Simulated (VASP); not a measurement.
# La2O3 (kpbe) (P-3m1) in VASP: a series of runs, part 2 of 2

VASP 6.6.1.

### Step 3. Single point, PBE

This run uses another cell than the first one, of 16.64 Å³/atom, 1.017 times its volume.

The input, INCAR:

```
PREC = Accurate
ENCUT = 520
EDIFF = 1E-7
ISMEAR = 0
SIGMA = 0.02
LREAL = False
LASPH = True
NELM = 60
ALGO = Normal
ISIF = 2
LWAVE = False
LCHARG = False
GGA = PE
NBANDS = 28
```

The input, KPOINTS:

```
Automatic mesh
0
Gamma
  9 9 4
```

The input, POSCAR:

```
La2O3
1.0
    3.9405743515      0.0000000000      0.0000000000
   -1.9702871757      3.4126374939      0.0000000000
    0.0000000000      0.0000000000      6.1878350515
La O
2 3
Direct
    0.6666666667      0.3333333333      0.7526309808
    0.3333333333      0.6666666667      0.2473690192
    0.6666666667      0.3333333333      0.3546902261
    0.3333333333      0.6666666667      0.6453097739
    0.0000000000      0.0000000000      0.0000000000
```

Potentials or basis: VASP PAW PBE potentials, release 64 (La, O).

Started as:

```bash
> cat potpaw_PBE.64/La/POTCAR potpaw_PBE.64/O/POTCAR > POTCAR
> mpirun -np 1 vasp_std > vasp.out
```

OUTCAR:

```text
PREC = Accurate
   ENCUT = 520
   EDIFF = 1E-7
   ISMEAR = 0
   LREAL = False
   LASPH = True
   NELM = 60
   ISIF = 2
   GGA = PE

 ion  position               nearest neighbor table
   1  0.667  0.333  0.753-   4 2.37   4 2.37   4 2.37   3 2.46   5 2.74   5 2.74   5 2.74
   2  0.333  0.667  0.247-   3 2.37   3 2.37   3 2.37   4 2.46   5 2.74   5 2.74   5 2.74
   3  0.667  0.333  0.355-   2 2.37   2 2.37   2 2.37   1 2.46
   4  0.333  0.667  0.645-   1 2.37   1 2.37   1 2.37   2 2.46
   5  0.000  0.000  0.000-   1 2.74   2 2.74   2 2.74   1 2.74   1 2.74   2 2.74

  LATTYP: Found a hexagonal cell.
 ALAT       =     3.9405743515
 C/A-ratio  =     1.5702876027

  Lattice vectors:

 A1 = (   3.9405743515,   0.0000000000,   0.0000000000)
 A2 = (  -1.9702871757,   3.4126374939,   0.0000000000)
 A3 = (   0.0000000000,   0.0000000000,   6.1878350515)

Analysis of symmetry for initial positions (statically):
=====================================================================
 Subroutine PRICEL returns:
 Original cell was already a primitive cell.

 Routine SETGRP: Setting up the symmetry group for a
 hexagonal supercell.

 Subroutine GETGRP returns: Found 12 space group operations
 (whereof 12 operations were pure point group operations)
 out of a pool of 24 trial point group operations.

The static configuration has the point symmetry D_3d.

Analysis of symmetry for dynamics (positions and initial velocities):
=====================================================================
 Subroutine PRICEL returns:
 Original cell was already a primitive cell.

 Routine SETGRP: Setting up the symmetry group for a
 hexagonal supercell.

 Subroutine GETGRP returns: Found 12 space group operations
 (whereof 12 operations were pure point group operations)
 out of a pool of 24 trial point group operations.

The dynamic configuration has the point symmetry D_3d.

 Subroutine INISYM returns: Found 12 space group operations
[... 118 lines left out ...]
   ISMEAR =     0;   SIGMA  =   0.02  broadening in eV -4-tet -1-fermi 0-gaus
   EFERMI_NEDOS =   21; number of points for ismear=-14 and -15
   IALGO  =     38    algorithm
   IMIX   =      4    mixing-type and parameters
     AMIX     =   0.40;   BMIX     =  1.00
     AMIX_MAG =   1.60;   BMIX_MAG =  1.00
  volume/ion in A,a.u.               =      16.64       112.31
  Fermi-wavevector in a.u.,A,eV,Ry     =   1.282425  2.423432 22.376335  1.644614
  Thomas-Fermi vector in A             =   2.414737
   LORBIT       =      0    0 simple, 1 ext, 2 COOP (PROOUT), +10 PAW based schemes
   GGA     = PE    functional components
   LHFCALC =     F    Hartree Fock is set to
   AEXX    =    0.0000 exact exchange contribution
   IVDW    =     0    specifies the selected vdW correction
   LEPSILON=     F    determine dielectric tensor
   LRPA    =     F    only Hartree local field effects (RPA)
 non-spin polarized calculation
 Gauss-broadening in eV      SIGMA  =   0.02
  energy-cutoff  :      520.00
  volume of cell :       83.21
 maximum number of plane-waves:      2273
 NGX is ok and might be reduce to    30
   NGX = 15   NGY = 15   NGZ = 23

 number of electron      39.9999988 magnetization

 Free energy of the ion-electron system (eV)
  ---------------------------------------------------
  ext. energy  EPLUGINS =         0.00000000
  ---------------------------------------------------
  free energy    TOTEN  =       -41.82510785 eV

  energy without entropy =      -41.82510785  energy(sigma->0) =      -41.82510785

 E-fermi :   5.9695     XC(G=0): -10.3852

 val. band max:        5.7904428036   @ k =   0.4444   0.0000   0.5000
 cond. band min:       9.6667846439   @ k =   0.3333   0.3333   0.0000
 fundamental gap:      3.8763418404
 Fermi energy:         5.9695128517

 k-point     1 :       0.0000    0.0000    0.0000
  band No.  band energies     occupation
      1     -24.0586      2.00000
      2     -23.8399      2.00000
      3     -11.0750      2.00000
      4      -9.8485      2.00000
      5      -9.3896      2.00000
      6      -7.5229      2.00000
[... 733 lines left out ...]
     27      11.1350      0.00000
     28      11.2166      0.00000

 [... further k-points ...]
[... 5 lines left out ...]
  --------------------------------------------------------------------------------------
  -------------------------------------------------------------------------------------
  Total       -0.1658871     -0.1658871     -0.1299350     -0.0000000     -0.0000000      0.0000000
  in kB       -3.1939990     -3.1939990     -2.5017754     -0.0000000     -0.0000000      0.0000000
  external PRESSURE =      -2.9632578 kB  Pullay stress =       0.0000000 kB

 VOLUME and BASIS-vectors are now :
 -----------------------------------------------------------------------------
  energy-cutoff  :      520.00
  volume of cell :       83.21
      direct lattice vectors                 reciprocal lattice vectors
     3.940574352  0.000000000  0.000000000     0.253770113  0.146514243  0.000000000
    -1.970287176  3.412637494  0.000000000     0.000000000  0.293028487  0.000000000
     0.000000000  0.000000000  6.187835051     0.000000000  0.000000000  0.161607411

 POSITION                                       TOTAL-FORCE (eV/Angst)
 -----------------------------------------------------------------------------------
      1.97029      1.13755      4.65716        -0.000000      0.000000     -0.014314
     -0.00000      2.27509      1.53068         0.000000     -0.000000      0.014314
      1.97029      1.13755      2.19476         0.000000     -0.000000     -0.004344
     -0.00000      2.27509      3.99307        -0.000000      0.000000      0.004344
      0.00000      0.00000      0.00000         0.000000      0.000000     -0.000000
 -----------------------------------------------------------------------------------
    total drift:                                0.000000      0.000000      0.000000

  FREE ENERGIE OF THE ION-ELECTRON SYSTEM (eV)
  ---------------------------------------------------
  free  energy   TOTEN  =       -41.8251078451 eV

  energy  without entropy=      -41.8251078451  energy(sigma->0) =      -41.82510785
```

stdout:

```text
POSCAR found type information on POSCAR LaO
 POSCAR found :  2 types and       5 ions
 scaLAPACK will be used
 LDA part: xc-table for (Slater+PW92), standard interpolation
 POSCAR, INCAR and KPOINTS ok, starting setup
 FFT: planning ... GRIDC
 FFT: planning ... GRID_SOFT
 FFT: planning ... GRID
 WAVECAR not read
 entering main loop
```

Wall time 2.2 min (1 thread of Intel Xeon 6975P-C (Granite Rapids), shared host); peak memory 0.24 GiB.

Results:

```yaml
Free_energy: -41.8251 eV
Pressure: -0.3 GPa
Largest_force: 0.014 eV/Å
Band_gap_on_the_k_mesh: 3.88 eV, indirect (least direct gap 3.98 eV)
```

Forces on the atoms (eV/Å):
```
La   0.000  0.000 -0.014
La   0.000  0.000  0.014
O    0.000  0.000 -0.004
O    0.000  0.000  0.004
O    0.000  0.000  0.000
```

Levels at points of the mesh, in eV from the valence-band top:
```csv
k point,band 16,band 17,band 18,band 19,band 20,band 21,band 22,band 23,band 24,band 25
"(0.00, 0.00, 0.00)",-2.06,-1.60,-0.33,-0.33,-0.08,4.27,4.63,4.63,5.07,5.31
"(0.00, 0.00, 0.50)",-1.85,-0.96,-0.73,-0.25,-0.25,4.66,4.74,4.74,4.89,5.33
```

Caveat: spin-orbit coupling is left out, which moves the levels of the heavy elements. A k mesh can miss the band edges.

### Step 4. Relaxation of cell and atoms, PBE

The input, INCAR:

```
SYSTEM = La2O3
PREC     = Accurate       ! precision mode
ENCUT    = 600            ! plane-wave cutoff, eV
EDIFF    = 1E-6           ! SCF threshold, eV
ISMEAR   = 0              ! smearing method
SIGMA    = 0.02           ! smearing width, eV
LREAL    = .False.        ! projectors in reciprocal space
LASPH    = .True.         ! aspherical terms in the spheres
NELM     = 60             ! most SCF steps
ALGO     = Normal         ! electronic algorithm
ISIF     = 3              ! what is computed and relaxed
LWAVE    = .False.        ! write WAVECAR
LCHARG   = .False.        ! write CHGCAR
GGA      = PE             ! functional
IBRION   = 2              ! ionic algorithm
NSW      = 100            ! ionic steps
EDIFFG   = -0.002         ! ionic threshold
```

The input, KPOINTS:

```
regular mesh
0
Gamma
  9 9 4
  0 0 0
```

The input, POSCAR:

```
La2O3
1.0
    3.9307778800      0.0000000000      0.0000000000
   -1.9653889400      3.4041535000      0.0000000000
    0.0000000000      0.0000000000      6.1119535200
La O
2 3
Direct
    0.6666666700      0.3333333300      0.7537643200
    0.3333333300      0.6666666700      0.2462356800
    0.6666666700      0.3333333300      0.3541093500
    0.3333333300      0.6666666700      0.6458906500
    0.0000000000      0.0000000000      0.0000000000
```

Started as:

```bash
> cat potpaw_PBE.64/La/POTCAR potpaw_PBE.64/O/POTCAR > POTCAR
> mpirun -np 1 vasp_std > vasp.out
```

It took 12 min on 1 thread of Intel Xeon 6975P-C (Granite Rapids), shared host; peak memory 0.29 GiB.

Results (log left out):

* Free energy: -41.8310 eV
* Relaxed volume: 16.58 Å³/atom
* Relaxed cell: a = 3.937 Å, b = 3.937 Å, c = 6.179 Å, α = 90.00°, β = 90.00°, γ = 120.00°
* Space group after relaxing (to 0.05 Å): P-3m1 (No. 164)
* Energy gained by relaxing: 1.1 meV/atom
* Ionic steps: 17
* Pressure after relaxing: 0.0 GPa
* Band gap on the k mesh: 3.88 eV, indirect (least direct gap 3.98 eV)

The path:
```csv
step,energy change (eV),largest force (eV/Å),pressure (GPa),volume (Å³)
1,0.0000,0.0121,1.46,81.78
2,-0.0011,0.1557,-1.29,83.56
3,-0.0043,0.0846,-0.04,82.73
4,-0.0052,0.0156,-0.03,82.83
5,-0.0054,0.0257,-0.03,82.88
6,-0.0054,0.0296,-0.01,82.90
7,-0.0056,0.0230,0.00,82.90
8,-0.0056,0.0180,0.02,82.90
9,-0.0056,0.0153,0.02,82.90
10,-0.0057,0.0100,-0.02,82.93
11,-0.0057,0.0094,-0.06,82.97
12,-0.0057,0.0031,0.00,82.93
13,-0.0057,0.0032,0.00,82.94
14,-0.0057,0.0031,-0.01,82.95
15,-0.0057,0.0039,-0.02,82.95
16,-0.0057,0.0015,-0.03,82.95
17,-0.0057,0.0010,0.00,82.92
```

Final structure:
```cif
data_structure
_symmetry_space_group_name_H-M 'P 1'
_symmetry_Int_Tables_number 1
_cell_length_a 3.9365
_cell_length_b 3.9365
_cell_length_c 6.1790
_cell_angle_alpha 90.000
_cell_angle_beta 90.000
_cell_angle_gamma 120.000
_cell_volume 82.92
loop_
_atom_site_label
_atom_site_type_symbol
_atom_site_fract_x
_atom_site_fract_y
_atom_site_fract_z
_atom_site_occupancy
La1 La 0.66667 0.33333 0.75273 1
La2 La 0.33333 0.66667 0.24727 1
O1 O 0.66667 0.33333 0.35460 1
O2 O 0.33333 0.66667 0.64540 1
O3 O 0.00000 0.00000 0.00000 1
```

Levels at points of the mesh, in eV from the valence-band top:
```csv
k point,band 16,band 17,band 18,band 19,band 20,band 21,band 22,band 23,band 24
"(0.00, 0.00, 0.00)",-2.07,-1.61,-0.34,-0.34,-0.08,4.28,4.63,4.63,5.10
"(0.00, 0.00, 0.50)",-1.86,-0.96,-0.74,-0.25,-0.25,4.67,4.75,4.75,4.90
```

Caveat: spin-orbit coupling is left out, which moves the levels of the heavy elements. A hybrid or GW would open this gap; PBE tends to underestimate it.

### Step 5. The runs side by side

| task | cell | k mesh | cutoff (eV) | smearing | gap on the mesh (eV) | pressure (GPa) | largest force (eV/Å) |
| --- | --- | --- | --- | --- | --- | --- | --- |
| single point | a = 3.931, b = 3.931, c = 6.112 Å, angles 90.0, 90.0, 120.0°, 5 atoms | 6 × 6 × 4 | 520 | gaussian 0.1 eV | 3.86 | 1.6 | 0.01 |
| single point | a = 3.941, b = 3.941, c = 6.188 Å, angles 90.0, 90.0, 120.0°, 5 atoms | 9 × 9 × 4 | 520 | gaussian 0.02 eV | 3.88 | -0.3 | 0.01 |
| relaxation of cell and atoms | relaxed from a = 3.931, b = 3.931, c = 6.112 Å, angles 90.0, 90.0, 120.0°, 5 atoms | 9 × 9 × 4 | 600 | gaussian 0.02 eV | 3.88 | 0.0 | - |

Alike in all rows: level PBE; potentials or basis VASP PAW PBE potentials, release 64 (La, O); no spin polarisation.

Caveats: spin-orbit coupling is left out, which moves the levels of the heavy elements.

Absolute energies hang on the potentials; compare differences alone.
